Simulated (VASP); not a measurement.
# YAl3N4 (I4/mmm) in VASP: single point with PBE

Aim: the single point of YAl3N4 with PBE.

Program: VASP 6.6.1. These are calculated values, not measurements. Logs are shortened: lines on timing, memory, paths and dates and some standing lists are left out, and cuts for length are marked.

### Step 1. The cell of the first run

Symmetry: I4/mmm, No. 139, tetragonal system. The conventional cell has a = 4.485 Å, b = 4.485 Å, c = 8.320 Å, α = 90.00°, β = 90.00°, γ = 90.00°. Within 3.2 Å of Y (site symmetry 4/mmm) lie 6 N at 2.24 to 2.26 Å and 12 Al at 3.06 to 3.17 Å. Within 2.5 Å of Al (site symmetry 4/mmm) lie 6 N at 1.90 to 2.24 Å. Within 2.8 Å of Al (site symmetry -4m2) lie 6 N at 2.08 to 2.25 Å. Within 2.5 Å of N (site symmetry 4mm) lie 5 Al at 1.90 to 2.25 Å and 1 Y at 2.26 Å. N (site symmetry mmm) has 4 Al at 2.08 to 2.24 Å and 2 Y at 2.24 Å within 2.8 Å.

### Step 2. Single point, PBE

POSCAR

```
YAl3N4
1.0
   -2.2422937602      2.2422937602      4.1600073952
    2.2422937602     -2.2422937602      4.1600073952
    2.2422937602      2.2422937602     -4.1600073952
Y Al N
1 3 4
Direct
    0.0000000000      0.0000000000      0.0000000000
    0.5000000000      0.5000000000      0.0000000000
    0.7500000000      0.2500000000      0.5000000000
    0.2500000000      0.7500000000      0.5000000000
    0.7283680764      0.7283680764      0.0000000000
    0.2716319236      0.2716319236      0.0000000000
    0.5000000000      0.0000000000      0.5000000000
    0.0000000000      0.5000000000      0.5000000000
```

INCAR.step1

```
  PREC = Accurate
  ENCUT = 520
  EDIFF = 1E-6
  ISMEAR = 0
  SIGMA = 0.02
  LREAL = F
  LASPH = T
  NELM = 120
  ALGO = Normal
  ISIF = 2
  LWAVE = F
  LCHARG = T
  LMAXMIX = 4
  GGA = PE
  NBANDS = 30
  GGA_COMPAT = F
  NEDOS = 2001
  LORBIT = 11
```

KPOINTS.step1

```
regular mesh
0
Gamma
  8 8 8
```

INCAR.step2

```
  PREC = Accurate
  ENCUT = 520
  EDIFF = 1E-6
  ISMEAR = -5
  SIGMA = 0.02
  LREAL = F
  LASPH = T
  NELM = 120
  ALGO = Normal
  ISIF = 2
  LWAVE = F
  LCHARG = F
  LMAXMIX = 4
  GGA = PE
  LORBIT = 11
  NEDOS = 2001
  ICHARG = 11
  GGA_COMPAT = F
```

KPOINTS.step2

```
regular mesh
0
Gamma
  12 12 12
```

Potentials or basis: VASP PAW PBE potentials, release 64 (Y_sv, Al, N).

Started as:

```sh
> cat potpaw_PBE.64/Y_sv/POTCAR potpaw_PBE.64/Al/POTCAR potpaw_PBE.64/N/POTCAR > POTCAR
> cp INCAR.step1 INCAR
> cp KPOINTS.step1 KPOINTS
> mpirun -np 1 vasp_std > vasp.out
> cp INCAR.step2 INCAR
> cp KPOINTS.step2 KPOINTS
> mpirun -np 1 vasp_std > vasp.out
```

OUTCAR:

```text
PREC = Accurate
   ENCUT = 520
   EDIFF = 1E-6
   ISMEAR = -5
   LREAL = F
   LASPH = T
   NELM = 120
   ISIF = 2
   GGA = PE
   LORBIT = 11
   ICHARG = 11

 ion  position               nearest neighbor table
   1  0.000  0.000  0.000-   7 2.24   8 2.24   8 2.24   7 2.24   5 2.26   6 2.26   3 3.06   4 3.06
                             3 3.06   4 3.06   3 3.06   3 3.06   4 3.06   4 3.06   2 3.17   2 3.17
   2  0.500  0.500  0.000-   5 1.90   6 1.90   7 2.24   8 2.24   7 2.24   8 2.24   3 3.06   4 3.06
                             3 3.06   4 3.06   4 3.06   4 3.06   3 3.06   3 3.06   1 3.17   1 3.17
   3  0.750  0.250  0.500-   7 2.08   8 2.08   6 2.25   5 2.25   6 2.25   5 2.25   1 3.06   1 3.06
                             1 3.06   2 3.06   2 3.06   2 3.06   2 3.06   1 3.06   4 3.17   4 3.17
   4  0.250  0.750  0.500-   7 2.08   8 2.08   6 2.25   5 2.25   6 2.25   5 2.25   1 3.06   1 3.06
                             1 3.06   2 3.06   2 3.06   1 3.06   2 3.06   2 3.06   3 3.17   3 3.17
   5  0.728  0.728  0.000-   2 1.90   3 2.25   4 2.25   3 2.25   4 2.25   1 2.26
   6  0.272  0.272  0.000-   2 1.90   3 2.25   4 2.25   4 2.25   3 2.25   1 2.26
   7  0.500  0.000  0.500-   3 2.08   4 2.08   1 2.24   2 2.24   2 2.24   1 2.24
   8  0.000  0.500  0.500-   3 2.08   4 2.08   1 2.24   2 2.24   1 2.24   2 2.24

  LATTYP: Found a body centered tetragonal cell.
 ALAT       =     4.4845875204
 C/A-ratio  =     1.8552463861

  Lattice vectors:

 A1 = (  -2.2422937602,   2.2422937602,   4.1600073952)
 A2 = (   2.2422937602,  -2.2422937602,   4.1600073952)
 A3 = (   2.2422937602,   2.2422937602,  -4.1600073952)

Analysis of symmetry for initial positions (statically):
=====================================================================
 Subroutine PRICEL returns:
 Original cell was already a primitive cell.

 Routine SETGRP: Setting up the symmetry group for a
 body centered tetragonal supercell.

 Subroutine GETGRP returns: Found 16 space group operations
 (whereof 16 operations were pure point group operations)
 out of a pool of 16 trial point group operations.

The static configuration has the point symmetry D_4h.

Analysis of symmetry for dynamics (positions and initial velocities):
=====================================================================
 Subroutine PRICEL returns:
 Original cell was already a primitive cell.

 Routine SETGRP: Setting up the symmetry group for a
 body centered tetragonal supercell.

 Subroutine GETGRP returns: Found 16 space group operations
 (whereof 16 operations were pure point group operations)
 out of a pool of 16 trial point group operations.

The dynamic configuration has the point symmetry D_4h.

 Subroutine INISYM returns: Found 16 space group operations
 (whereof 16 operations are pure point group operations),
 and found     1 'primitive' translations

----------------------------------------------------------------------------------------

                                     Primitive cell

  volume of cell :      83.6641

  direct lattice vectors                    reciprocal lattice vectors
    -2.242293760  2.242293760  4.160007395     0.000000000  0.222985948  0.120192094
     2.242293760 -2.242293760  4.160007395     0.222985948  0.000000000  0.120192094
     2.242293760  2.242293760 -4.160007395     0.222985948  0.222985948  0.000000000

  length of vectors
     5.230814864  5.230814864  5.230814864     0.253315757  0.253315757  0.315349752

  position of ions in fractional coordinates (direct lattice)
     0.000000000  0.000000000  0.000000000
     0.500000000  0.500000000  0.000000000
     0.750000000  0.250000000  0.500000000
     0.250000000  0.750000000  0.500000000
     0.728368076  0.728368076  0.000000000
     0.271631924  0.271631924  0.000000000
     0.500000000  0.000000000  0.500000000
     0.000000000  0.500000000  0.500000000

  ion indices of the primitive-cell ions
   primitive index   ion index
                 1           1
                 2           2
                 3           3
                 4           4
                 5           5
                 6           6
                 7           7
                 8           8

----------------------------------------------------------------------------------------

 KPOINTS: regular mesh

Automatic generation of k-mesh.
 Grid dimensions read from file:
 generate k-points for:   12   12   12

 Generating k-lattice:

  Cartesian coordinates                     Fractional coordinates (reciprocal lattice)
     0.000000000  0.018582162  0.010016008     0.083333333  0.000000000 -0.000000000
     0.018582162  0.000000000  0.010016008     0.000000000  0.083333333 -0.000000000
     0.018582162  0.018582162  0.000000000     0.000000000  0.000000000  0.083333333

  Length of vectors
     0.021109646  0.021109646  0.026279146

  Shift w.r.t. Gamma in fractional coordinates (k-lattice)
     0.000000000  0.000000000  0.000000000

 TETIRR: Found   2206 inequivalent tetrahedra from    10368

 Subroutine IBZKPT returns following result:
 ===========================================

 Found    163 irreducible k-points:

 Following reciprocal coordinates:
            Coordinates               Weight
  0.000000  0.000000  0.000000      1.000000
  0.083333  0.000000 -0.000000      8.000000
  0.166667  0.000000  0.000000      8.000000
  0.250000  0.000000 -0.000000      8.000000
  0.333333  0.000000 -0.000000      8.000000
  0.416667 -0.000000  0.000000      8.000000
[... 16 lines left out ...]
  0.500000  0.166667  0.000000     16.000000
 -0.416667  0.166667 -0.000000     16.000000
 [... further k-points ...]
   k-points           NKPTS =    163   k-points in BZ     NKDIM =    163   number of bands    NBANDS=     25
   number of dos      NEDOS =   2001   number of ions     NIONS =      8
   total plane-waves  NPLWV =  64000
   dimension x,y,z NGX =    40 NGY =   40 NGZ =   40
   dimension x,y,z NGXF=    80 NGYF=   80 NGZF=   80
   ions per type =               1   3   4
   NGX,Y,Z   is equivalent  to a cutoff of  12.71, 12.71, 12.71 a.u.
   NGXF,Y,Z  is equivalent  to a cutoff of  25.43, 25.43, 25.43 a.u.
 SYSTEM =  unknown system
   PREC   = accura    normal or accurate (medium, high low for compatibility)
   ISTART =      0    job   : 0-new  1-cont  2-samecut
   ICHARG =     11    charge: 1-file 2-atom 10-const
   ISPIN  =      1    spin polarized calculation?
   LNONCOLLINEAR =      F non collinear calculations
   LSORBIT =      F    spin-orbit coupling
   LASPH  =      T    aspherical Exc in radial PAW
   ENCUT  =  520.0 eV  38.22 Ry    6.18 a.u.   9.73  9.73  9.73*2*pi/ulx,y,z
   NELM   =    120;   NELMIN=  2; NELMDL=  0     # of ELM steps
   EDIFF  = 0.1E-05   stopping-criterion for ELM
   LREAL  =      F    real-space projection
   EDIFFG = 0.1E-04   stopping-criterion for IOM
   NSW    =      0    number of steps for IOM
   IBRION =     -1    ionic relax: 0-MD 1-quasi-New 2-CG
   NFREE  =      0    steps in history (QN), initial steepest desc. (CG)
   ISIF   =      2    stress and relaxation
   ISYM   =      2    0-nonsym 1-usesym 2-fastsym
   POTIM  = 0.5000    time-step for ionic-motion
   TEBEG  =    0.0;   TEEND  =   0.0 temperature during run
   PSTRESS=    0.0 pullay stress
   NELECT =      40.0000    total number of electrons
   NUPDOWN=      -1.0000    fix difference up-down
   EMIN   =  10.00;   EMAX   =-10.00  energy-range for DOS
   EFERMI =   0.00;   METHOD = LEGACY
   ISMEAR =    -5;   SIGMA  =   0.02  broadening in eV -4-tet -1-fermi 0-gaus
   EFERMI_NEDOS =   21; number of points for ismear=-14 and -15
   IALGO  =     38    algorithm
   IMIX   =      4    mixing-type and parameters
     AMIX     =   0.40;   BMIX     =  1.00
     AMIX_MAG =   1.60;   BMIX_MAG =  1.00
  volume/ion in A,a.u.               =      10.46        70.57
  Fermi-wavevector in a.u.,A,eV,Ry     =   1.280113  2.419064 22.295737  1.638690
  Thomas-Fermi vector in A             =   2.412560
   LORBIT       =     11    0 simple, 1 ext, 2 COOP (PROOUT), +10 PAW based schemes
   GGA     = PE    functional components
   LHFCALC =     F    Hartree Fock is set to
   AEXX    =    0.0000 exact exchange contribution
   IVDW    =     0    specifies the selected vdW correction
   LEPSILON=     F    determine dielectric tensor
   LRPA    =     F    only Hartree local field effects (RPA)
 non-spin polarized calculation
 Fermi weights with tetrahedron method with Bloechl corrections
  energy-cutoff  :      520.00
  volume of cell :       83.66
 maximum number of plane-waves:      2299

 number of electron      40.0000001 magnetization

 Free energy of the ion-electron system (eV)
  ---------------------------------------------------
  ext. energy  EPLUGINS =         0.00000000
  ---------------------------------------------------
  free energy    TOTEN  =       -59.30986426 eV

  energy without entropy =      -59.30986426  energy(sigma->0) =      -59.30986426

 E-fermi :   7.5230     XC(G=0): -11.6578

 val. band max:        7.5108169385   @ k =   0.0000   0.0000   0.0000
 cond. band min:       9.3392844697   @ k =   0.0000   0.0000   0.0000
 fundamental gap:      1.8284675312
 Fermi energy:         7.5230308732

 k-point     1 :       0.0000    0.0000    0.0000
  band No.  band energies     occupation
      1     -32.5038      2.00000
      2     -13.0906      2.00000
      3     -12.8953      2.00000
      4     -12.8953      2.00000
      5      -8.3207      2.00000
      6      -5.8704      2.00000
[... 661 lines left out ...]
     24      13.0302      0.00000
     25      13.9431      0.00000

 [... further k-points ...]

------------------------ aborting loop because EDIFF is reached ----------------------------------------

  FORCE on cell =-STRESS in cart. coord.  units (eV):
  Direction    XX          YY          ZZ          XY          YZ          ZX
  --------------------------------------------------------------------------------------
  -------------------------------------------------------------------------------------
  Total       -0.1421302     -0.1421302     -0.1750524      0.0000000      0.0000000      0.0000000
  in kB       -2.7218109     -2.7218109     -3.3522744      0.0000000      0.0000000      0.0000000
  external PRESSURE =      -2.9319654 kB  Pullay stress =       0.0000000 kB

 VOLUME and BASIS-vectors are now :
 -----------------------------------------------------------------------------
  energy-cutoff  :      520.00
  volume of cell :       83.66
      direct lattice vectors                 reciprocal lattice vectors
    -2.242293760  2.242293760  4.160007395     0.000000000  0.222985948  0.120192094
     2.242293760 -2.242293760  4.160007395     0.222985948  0.000000000  0.120192094
     2.242293760  2.242293760 -4.160007395     0.222985948  0.222985948  0.000000000

 POSITION                                       TOTAL-FORCE (eV/Angst)
 -----------------------------------------------------------------------------------
      0.00000      0.00000      0.00000        -0.000000     -0.000000      0.000000
      0.00000      0.00000      4.16001        -0.000000     -0.000000      0.000000
      0.00000      2.24229      2.08000        -0.000000     -0.000000     -0.000000
      2.24229      0.00000      2.08000        -0.000000     -0.000000     -0.000000
      0.00000      0.00000      6.06003        -0.000000     -0.000000      0.005678
      0.00000      0.00000      2.25998         0.000000      0.000000     -0.005678
      0.00000      2.24229      0.00000        -0.000000     -0.000000     -0.000000
      2.24229      0.00000      0.00000        -0.000000     -0.000000     -0.000000
 -----------------------------------------------------------------------------------
    total drift:                               -0.000000      0.000000     -0.000000

  FREE ENERGIE OF THE ION-ELECTRON SYSTEM (eV)
  ---------------------------------------------------
  free  energy   TOTEN  =       -59.3098642550 eV

  energy  without entropy=      -59.3098642550  energy(sigma->0) =      -59.30986426

 total charge

# of ion       s       p       d       f       tot
--------------------------------------------------
    1        2.254   6.858   1.374   0.224  10.711
    2        0.331   0.373   0.000   0.000   0.705
    3        0.310   0.320   0.000   0.000   0.630
    4        0.310   0.320   0.000   0.000   0.630
    5        1.235   2.502   0.000   0.000   3.737
    6        1.235   2.502   0.000   0.000   3.737
    7        1.233   2.533   0.000   0.000   3.766
    8        1.233   2.533   0.000   0.000   3.766
--------------------------------------------------
tot          8.142  17.942   1.374   0.224  27.682
```

It took 9 min on 1 thread of Intel Xeon 8259CL, shared host; peak memory 0.51 GiB.

Results:

- Valence electrons inside the program's atomic spheres: Y 10.71; Al 0.70, 0.63 (each value once); N 3.74, 3.77 (each value once)
